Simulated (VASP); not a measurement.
# ZrS (Fm-3m) in VASP: a series of runs

ZrS is run at these levels: r2SCAN; tasks: single point.

Program: VASP 6.6.1. These are calculated values, not measurements. Logs are shortened: lines on timing, memory, paths and dates and some standing lists are left out, and cuts for length are marked.

### Step 1. The cell of the first run

The structure is cubic, space group Fm-3m (No. 225). The conventional cell has a = 5.277 Å, b = 5.277 Å, c = 5.277 Å, α = 90.00°, β = 90.00°, γ = 90.00°. Within 3.5 Å of Zr (site symmetry m-3m) lie 6 S at 2.64 Å. Within 3.5 Å of S (site symmetry m-3m) lie 6 Zr at 2.64 Å.

### Step 2. Single point, r2SCAN (volume scaled by 1.03)

Contents of POSCAR:

```
ZrS
1.0
    0.0000000000      2.6383321702      2.6383321702
    2.6383321702      0.0000000000      2.6383321702
    2.6383321702      2.6383321702      0.0000000000
Zr S
1 1
Direct
    0.0000000000      0.0000000000      0.0000000000
    0.5000000000      0.5000000000      0.5000000000
```

Contents of INCAR.step1:

```
PREC = Accurate
ENCUT = 520
ISMEAR = 0
SIGMA = 0.1
LREAL = F
LASPH = T
NELM = 80
NBANDS = 16
GGA = PE
ALGO = Normal
EDIFF = 1E-4
LWAVE = T
LCHARG = F
```

Contents of INCAR.step2:

```
PREC = Accurate
ENCUT = 520
EDIFF = 1E-7
ISMEAR = 0
SIGMA = 0.1
LREAL = F
LASPH = T
NELM = 80
ALGO = Normal
ISIF = 2
LWAVE = F
LCHARG = F
METAGGA = R2SCAN
LMIXTAU = T
NBANDS = 16
ISTART = 1
```

Contents of KPOINTS:

```
Automatic mesh
0
Gamma
  14 14 14
```

Potentials or basis: VASP PAW PBE potentials, release 64 (Zr_sv, S).

Started as:

```sh
> cat potpaw_PBE.64/Zr_sv/POTCAR potpaw_PBE.64/S/POTCAR > POTCAR
> cp INCAR.step1 INCAR
> mpirun -np 1 vasp_std > vasp.out
> cp INCAR.step2 INCAR
> mpirun -np 1 vasp_std > vasp.out
```

OUTCAR:

```text
PREC = Accurate
   ENCUT = 520
   EDIFF = 1E-7
   ISMEAR = 0
   LREAL = F
   LASPH = T
   NELM = 80
   ISIF = 2
   METAGGA = R2SCAN
   ISTART = 1

 ion  position               nearest neighbor table
   1  0.000  0.000  0.000-   2 2.64   2 2.64   2 2.64   2 2.64   2 2.64   2 2.64
   2  0.500  0.500  0.500-   1 2.64   1 2.64   1 2.64   1 2.64   1 2.64   1 2.64

  LATTYP: Found a face centered cubic cell.
 ALAT       =     5.2766643404

  Lattice vectors:

 A1 = (   0.0000000000,   2.6383321702,   2.6383321702)
 A2 = (   2.6383321702,   0.0000000000,   2.6383321702)
 A3 = (   2.6383321702,   2.6383321702,   0.0000000000)

Analysis of symmetry for initial positions (statically):
=====================================================================
 Subroutine PRICEL returns:
 Original cell was already a primitive cell.

 Routine SETGRP: Setting up the symmetry group for a
 face centered cubic supercell.

 Subroutine GETGRP returns: Found 48 space group operations
 (whereof 48 operations were pure point group operations)
 out of a pool of 48 trial point group operations.

The static configuration has the point symmetry O_h .

Analysis of symmetry for dynamics (positions and initial velocities):
=====================================================================
 Subroutine PRICEL returns:
 Original cell was already a primitive cell.

 Routine SETGRP: Setting up the symmetry group for a
 face centered cubic supercell.

 Subroutine GETGRP returns: Found 48 space group operations
 (whereof 48 operations were pure point group operations)
 out of a pool of 48 trial point group operations.

The dynamic configuration has the point symmetry O_h .

 Subroutine INISYM returns: Found 48 space group operations
 (whereof 48 operations are pure point group operations),
 and found     1 'primitive' translations

----------------------------------------------------------------------------------------

                                     Primitive cell

  volume of cell :      36.7298

  direct lattice vectors                    reciprocal lattice vectors
     0.000000000  2.638332170  2.638332170    -0.189513665  0.189513665  0.189513665
     2.638332170  0.000000000  2.638332170     0.189513665 -0.189513665  0.189513665
     2.638332170  2.638332170  0.000000000     0.189513665  0.189513665 -0.189513665

  length of vectors
     3.731165137  3.731165137  3.731165137     0.328247297  0.328247297  0.328247297

  position of ions in fractional coordinates (direct lattice)
     0.000000000  0.000000000  0.000000000
     0.500000000  0.500000000  0.500000000

  ion indices of the primitive-cell ions
   primitive index   ion index
                 1           1
                 2           2

----------------------------------------------------------------------------------------

 KPOINTS: Automatic mesh

Automatic generation of k-mesh.
 Grid dimensions read from file:
 generate k-points for:   14   14   14

 Generating k-lattice:

  Cartesian coordinates                     Fractional coordinates (reciprocal lattice)
    -0.013536690  0.013536690  0.013536690     0.071428571  0.000000000  0.000000000
     0.013536690 -0.013536690  0.013536690     0.000000000  0.071428571  0.000000000
     0.013536690  0.013536690 -0.013536690     0.000000000  0.000000000  0.071428571

  Length of vectors
     0.023446236  0.023446236  0.023446236

  Shift w.r.t. Gamma in fractional coordinates (k-lattice)
     0.000000000  0.000000000  0.000000000

 Subroutine IBZKPT returns following result:
 ===========================================

 Found    104 irreducible k-points:

 Following reciprocal coordinates:
            Coordinates               Weight
  0.000000  0.000000  0.000000      1.000000
  0.071429  0.000000  0.000000      8.000000
  0.142857  0.000000  0.000000      8.000000
  0.214286  0.000000  0.000000      8.000000
  0.285714  0.000000  0.000000      8.000000
  0.357143  0.000000  0.000000      8.000000
[... 16 lines left out ...]
  0.214286  0.142857  0.000000     24.000000
  0.285714  0.142857  0.000000     24.000000
 [... further k-points ...]
   k-points           NKPTS =    104   k-points in BZ     NKDIM =    104   number of bands    NBANDS=     16
   number of dos      NEDOS =    301   number of ions     NIONS =      2
   total plane-waves  NPLWV =  21952
   dimension x,y,z NGX =    28 NGY =   28 NGZ =   28
   dimension x,y,z NGXF=    56 NGYF=   56 NGZF=   56
   ions per type =               1   1
   NGX,Y,Z   is equivalent  to a cutoff of  12.48, 12.48, 12.48 a.u.
   NGXF,Y,Z  is equivalent  to a cutoff of  24.95, 24.95, 24.95 a.u.
 SYSTEM =  unknown system
   PREC   = accura    normal or accurate (medium, high low for compatibility)
   ISTART =      1    job   : 0-new  1-cont  2-samecut
   ICHARG =      0    charge: 1-file 2-atom 10-const
   ISPIN  =      1    spin polarized calculation?
   LNONCOLLINEAR =      F non collinear calculations
   LSORBIT =      F    spin-orbit coupling
   LASPH  =      T    aspherical Exc in radial PAW
   ENCUT  =  520.0 eV  38.22 Ry    6.18 a.u.   6.94  6.94  6.94*2*pi/ulx,y,z
   NELM   =     80;   NELMIN=  2; NELMDL=  0     # of ELM steps
   EDIFF  = 0.1E-06   stopping-criterion for ELM
   LREAL  =      F    real-space projection
   EDIFFG = 0.1E-05   stopping-criterion for IOM
   NSW    =      0    number of steps for IOM
   IBRION =     -1    ionic relax: 0-MD 1-quasi-New 2-CG
   NFREE  =      0    steps in history (QN), initial steepest desc. (CG)
   ISIF   =      2    stress and relaxation
   ISYM   =      2    0-nonsym 1-usesym 2-fastsym
   POTIM  = 0.5000    time-step for ionic-motion
   TEBEG  =    0.0;   TEEND  =   0.0 temperature during run
   PSTRESS=    0.0 pullay stress
   NELECT =      18.0000    total number of electrons
   NUPDOWN=      -1.0000    fix difference up-down
   EMIN   =  10.00;   EMAX   =-10.00  energy-range for DOS
   EFERMI =   0.00;   METHOD = LEGACY
   ISMEAR =     0;   SIGMA  =   0.10  broadening in eV -4-tet -1-fermi 0-gaus
   EFERMI_NEDOS =   21; number of points for ismear=-14 and -15
   IALGO  =     38    algorithm
   IMIX   =      4    mixing-type and parameters
     AMIX     =   0.40;   BMIX     =  1.00
     AMIX_MAG =   1.60;   BMIX_MAG =  1.00
  volume/ion in A,a.u.               =      18.36       123.93
  Fermi-wavevector in a.u.,A,eV,Ry     =   1.290703  2.439074 22.666126  1.665913
  Thomas-Fermi vector in A             =   2.422518
   LORBIT       =      0    0 simple, 1 ext, 2 COOP (PROOUT), +10 PAW based schemes
   METAGGA = R2SCAN    functional components
   LHFCALC =     F    Hartree Fock is set to
   AEXX    =    0.0000 exact exchange contribution
   IVDW    =     0    specifies the selected vdW correction
   LEPSILON=     F    determine dielectric tensor
   LRPA    =     F    only Hartree local field effects (RPA)
 non-spin polarized calculation
 Gauss-broadening in eV      SIGMA  =   0.10
  energy-cutoff  :      520.00
  volume of cell :       36.73
 maximum number of plane-waves:      1006
   NGX = 13   NGY = 13   NGZ = 13

 number of electron      18.0000001 magnetization

 Free energy of the ion-electron system (eV)
  ---------------------------------------------------
  ext. energy  EPLUGINS =         0.00000000
  ---------------------------------------------------
  free energy    TOTEN  =       -33.87170344 eV

  energy without entropy =      -33.86393287  energy(sigma->0) =      -33.86781816

 E-fermi :  10.7635     XC(G=0): -11.8813

 val. band max:       10.7628861708   @ k =  -0.2857   0.4286   0.2143
 cond. band min:      10.7690405858   @ k =   0.2857   0.2857   0.0000
 fundamental gap:      0.0061544150
 Fermi energy:        10.7634649969

 k-point     1 :       0.0000    0.0000    0.0000
  band No.  band energies     occupation
      1     -41.1630      2.00000
      2     -18.4425      2.00000
      3     -18.4425      2.00000
      4     -18.4425      2.00000
      5      -5.9746      2.00000
      6       6.7683      2.00000
[... 8 lines left out ...]
     15      18.4453      0.00000
     16      23.0959      0.00000

 k-point     2 :       0.0714    0.0000    0.0000
  band No.  band energies     occupation
      1     -41.1617      2.00000
      2     -18.4599      2.00000
      3     -18.4439      2.00000
      4     -18.4439      2.00000
      5      -5.9104      2.00000
      6       6.3947      2.00000
[... 8 lines left out ...]
     15      18.6491      0.00000
     16      22.6963      0.00000

 k-point     3 :       0.1429    0.0000    0.0000
  band No.  band energies     occupation
      1     -41.1582      2.00000
      2     -18.5081      2.00000
      3     -18.4479      2.00000
      4     -18.4479      2.00000
      5      -5.7264      2.00000
      6       5.5630      2.00000
[... 8 lines left out ...]
     15      19.0939      0.00000
     16      21.9653      0.00000

 k-point     4 :       0.2143    0.0000    0.0000
  band No.  band energies     occupation
      1     -41.1532      2.00000
      2     -18.5766      2.00000
      3     -18.4537      2.00000
      4     -18.4537      2.00000
      5      -5.4478      2.00000
      6       4.6169      2.00000
[... 8 lines left out ...]
     15      19.1542      0.00000
     16      21.0184      0.00000
[... 324 lines left out ...]
 k-point    22 :       0.1429    0.1429    0.0000
  band No.  band energies     occupation
      1     -41.1567      2.00000
      2     -18.5031      2.00000
      3     -18.4620      2.00000
      4     -18.4620      2.00000
      5      -5.6717      2.00000
      6       4.9264      2.00000
[... 8 lines left out ...]
     15      19.4397      0.00000
     16      21.3922      0.00000

 k-point    23 :       0.2143    0.1429    0.0000
  band No.  band energies     occupation
      1     -41.1529      2.00000
      2     -18.5459      2.00000
      3     -18.4713      2.00000
      4     -18.4677      2.00000
      5      -5.4978      2.00000
      6       4.3872      2.00000
[... 8 lines left out ...]
     15      19.7000      0.00000
     16      20.7277      0.00000

 k-point    24 :       0.2857    0.1429    0.0000
  band No.  band energies     occupation
      1     -41.1480      2.00000
      2     -18.6059      2.00000
      3     -18.4796      2.00000
      4     -18.4738      2.00000
      5      -5.2574      2.00000
      6       3.8735      2.00000
[... 8 lines left out ...]
     15      19.1205      0.00000
     16      19.8674      0.00000

 [... further k-points ...]

------------------------ aborting loop because EDIFF is reached ----------------------------------------

  FORCE on cell =-STRESS in cart. coord.  units (eV):
  Direction    XX          YY          ZZ          XY          YZ          ZX
  --------------------------------------------------------------------------------------
  -------------------------------------------------------------------------------------
  Total       -0.8981136     -0.8981136     -0.8981136      0.0000000     -0.0000000      0.0000000
  in kB      -39.1763027    -39.1763027    -39.1763027      0.0000000     -0.0000000      0.0000000
  external PRESSURE =     -39.1763027 kB  Pullay stress =       0.0000000 kB

 VOLUME and BASIS-vectors are now :
 -----------------------------------------------------------------------------
  energy-cutoff  :      520.00
  volume of cell :       36.73
      direct lattice vectors                 reciprocal lattice vectors
     0.000000000  2.638332170  2.638332170    -0.189513665  0.189513665  0.189513665
     2.638332170  0.000000000  2.638332170     0.189513665 -0.189513665  0.189513665
     2.638332170  2.638332170  0.000000000     0.189513665  0.189513665 -0.189513665

 POSITION                                       TOTAL-FORCE (eV/Angst)
 -----------------------------------------------------------------------------------
      0.00000      0.00000      0.00000         0.000000      0.000000     -0.000000
      2.63833      2.63833      2.63833         0.000000      0.000000      0.000000
 -----------------------------------------------------------------------------------
    total drift:                                0.000000      0.000000      0.000000

  FREE ENERGIE OF THE ION-ELECTRON SYSTEM (eV)
  ---------------------------------------------------
  free  energy   TOTEN  =       -33.8717034385 eV

  energy  without entropy=      -33.8639328720  energy(sigma->0) =      -33.86781816
```

Run time: 2.5 min. Hardware: 1 thread of AMD EPYC 9R45 (Zen 5), shared host; peak memory 0.18 GiB.

What came out:

```yaml
Free_energy: -33.8717 eV
Pressure: -3.9 GPa
Band_gap_on_the_k_mesh: zero (band 9 reaches 12.20 eV, above the bottom of band 10 at 9.36 eV)
```

Caveat: the PAW data sets were made with another functional, which shifts forces and pressure a little.

### Step 3. Single point, r2SCAN (volume scaled by 1.06)

Contents of POSCAR:

```
ZrS
1.0
    0.0000000000      2.6637023051      2.6637023051
    2.6637023051      0.0000000000      2.6637023051
    2.6637023051      2.6637023051      0.0000000000
Zr S
1 1
Direct
    0.0000000000      0.0000000000      0.0000000000
    0.5000000000      0.5000000000      0.5000000000
```

Contents of INCAR.step1:

```
PREC = Accurate ; ENCUT = 520
ISMEAR = 0 ; SIGMA = 0.1
LREAL = F ; LASPH = T
NELM = 80 ; NBANDS = 16
GGA = PE ; ALGO = Normal
EDIFF = 1E-4 ; LWAVE = T
LCHARG = F
```

Contents of INCAR.step2:

```
PREC = Accurate ; ENCUT = 520
EDIFF = 1E-6 ; ISMEAR = 0
SIGMA = 0.1 ; LREAL = F
LASPH = T ; NELM = 80
ALGO = Normal ; ISIF = 2
LWAVE = F ; LCHARG = F
METAGGA = R2SCAN ; LMIXTAU = T
NBANDS = 16 ; ISTART = 1
```

Contents of KPOINTS:

```
regular mesh
0
Gamma
  14 14 14
```

Potentials or basis: VASP PAW PBE potentials, release 64 (Zr_sv, S).

Started as:

```sh
> cat potpaw_PBE.64/Zr_sv/POTCAR potpaw_PBE.64/S/POTCAR > POTCAR
> cp INCAR.step1 INCAR
> mpirun -np 1 vasp_std > vasp.out
> cp INCAR.step2 INCAR
> mpirun -np 1 vasp_std > vasp.out
```

It took 2.2 min on 1 thread of AMD EPYC 9R45 (Zen 5), shared host; peak memory 0.18 GiB.

The run converged. Its results:

```
Free energy            : -33.8346 eV
Pressure               : -7.2 GPa
Band gap on the k mesh : zero (band 9 reaches 11.78 eV, above the bottom of band 10 at 9.07 eV)
```

Levels at points of the mesh, in eV from the Fermi level:
| k point | band 6 | band 7 | band 8 | band 9 | band 10 | band 11 | band 12 | band 13 |
| --- | --- | --- | --- | --- | --- | --- | --- | --- |
| (0.00, 0.00, 0.00) | -3.98 | -3.98 | -3.98 | -1.34 | -1.34 | -1.34 | -0.64 | -0.64 |
| (0.50, 0.00, 0.00) | -8.28 | -6.27 | -6.27 | 1.36 | 1.36 | 1.67 | 2.04 | 5.37 |
| (0.50, 0.50, 0.00) | -6.69 | -4.93 | -4.93 | -3.34 | 0.51 | 2.20 | 2.20 | 2.83 |

Caveat: the PAW data sets were made with another functional, which shifts forces and pressure a little.

[end of part 1 of 2]
